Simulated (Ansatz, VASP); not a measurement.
## Two plane-wave programs on Nb3WC4

```xyz
8
Lattice="4.7015 0.0000 0.0000 -2.3508 4.0717 0.0000 0.0000 0.0000 5.6463" Properties=species:S:1:pos:R:3 pbc="T T T"
Nb    0.0000    2.7144    2.8232
Nb    2.3508    1.3572    2.8232
Nb    0.0000    0.0000    2.8232
W     0.0000    0.0000    0.0000
C     0.0000    2.7144    4.9932
C     2.3508    1.3572    4.9932
C     2.3508    1.3572    0.6532
C     0.0000    2.7144    0.6532
```

Alike in both runs: functional PBE; k mesh 4 × 4 × 3; occupations gaussian, width 0.2 eV; no spin polarisation.

Ansatz relaxed the structure, and its values are those at the end. VASP's run is a single point on that final structure, the one shown.

|  | VASP | Ansatz |
| --- | --- | --- |
| version | VASP 6.6.1 | Ansatz 0.2.0 |
| potentials or method | VASP PAW PBE potentials, release 64 (Nb_sv, W_sv, C), cutoff 600 eV | scalar-relativistic, plane waves, PAW |
| valence electrons in the cell | 69 | 69 |

```csv
,VASP,Ansatz,Ansatz less VASP
gap on the k mesh at the Fermi level (eV),none,none,-
pressure (GPa),-0.1,0.0,+0.12
rms of the force components (eV/Å),0.027,0.016,-0.0113
```

A gap of «none» marks a metal or a gap that the smearing closes.

The k mesh is coarse, so the values compare programs but aren't converged. Neither program's run includes spin-orbit coupling.
